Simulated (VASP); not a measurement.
Input of a VASP 6.6.1 run:

File INCAR:

```
PREC = Accurate
ENCUT = 600
EDIFF = 1E-7
ISMEAR = 0
SIGMA = 0.01
LREAL = False
LASPH = True
NELM = 60
ALGO = Normal
ISIF = 3
LWAVE = False
LCHARG = False
GGA = CA
IBRION = 2
NSW = 80
EDIFFG = -0.001
```

File KPOINTS:

```
regular mesh
0
Gamma
  12 12 12
```

Contents of POSCAR:

```
C
1.0
    0.0000000000      1.7658688059      1.7658688059
    1.7658688059      0.0000000000      1.7658688059
    1.7658688059      1.7658688059      0.0000000000
C
2
Direct
    0.0000000000      0.0000000000      0.0000000000
    0.2500000000      0.2500000000      0.2500000000
```

Potentials or basis: VASP PAW LDA potentials, release 64 (C).

Run with:

```bash
$ cat potpaw_LDA.64/C/POTCAR > POTCAR
$ mpirun -np 1 vasp_std > vasp.out
```

Problem. Estimate the relaxed cell.

Solution. a = 2.499 Å, b = 2.499 Å, c = 2.499 Å, α = 60.00°, β = 60.00°, γ = 60.00°.

Problem. What does it give for the space group after relaxing (to 0.05 Å)?

Solution. Fd-3m (No. 227).

Problem. What does it give for the band gap on the k mesh?

Solution. 4.19 eV, indirect (least direct gap 5.62 eV).

Final structure:
```
CELL_PARAMETERS angstrom
0.00000 1.76692 1.76692
1.76692 0.00000 1.76692
1.76692 1.76692 0.00000
ATOMIC_POSITIONS crystal
C 0.00000 0.00000 0.00000
C 0.25000 0.25000 0.25000
```

A k mesh can miss the band edges.
